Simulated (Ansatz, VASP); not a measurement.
ZrB2 in VASP and in Ansatz

```
CELL_PARAMETERS angstrom
3.17000 0.00000 0.00000
-1.58500 2.74530 0.00000
0.00000 0.00000 3.53300
ATOMIC_POSITIONS crystal
Zr 0.00000 0.00000 0.00000
B 0.66667 0.33333 0.50000
B 0.33333 0.66667 0.50000
```

Alike in both runs: task relaxation of cell and atoms; functional revPBE; k mesh 10 × 10 × 8; occupations fermi-dirac, width 0.05 eV; no spin polarisation.

|  | VASP | Ansatz |
| --- | --- | --- |
| version | VASP 6.6.1 | Ansatz 0.2.0 |
| potentials or method | VASP PAW PBE potentials, release 64 (Zr_sv, B) | Ansatz PAW |
| plane-wave cutoff (eV) | 600 | 420 |
| valence electrons in the cell | 18 | 18 |

```csv
,VASP,Ansatz,Ansatz less VASP
relaxed volume (Å³/atom),10.41,10.40,-0.004
relaxed cell length with the largest relative difference (Å),3.182,3.182,-0.0005
```

VASP's potentials were made for PBE, not for revPBE.

Noted on Ansatz's run: the plane-wave basis is chosen anew once the cell has moved, so the energies of steps on either side of that aren't comparable.
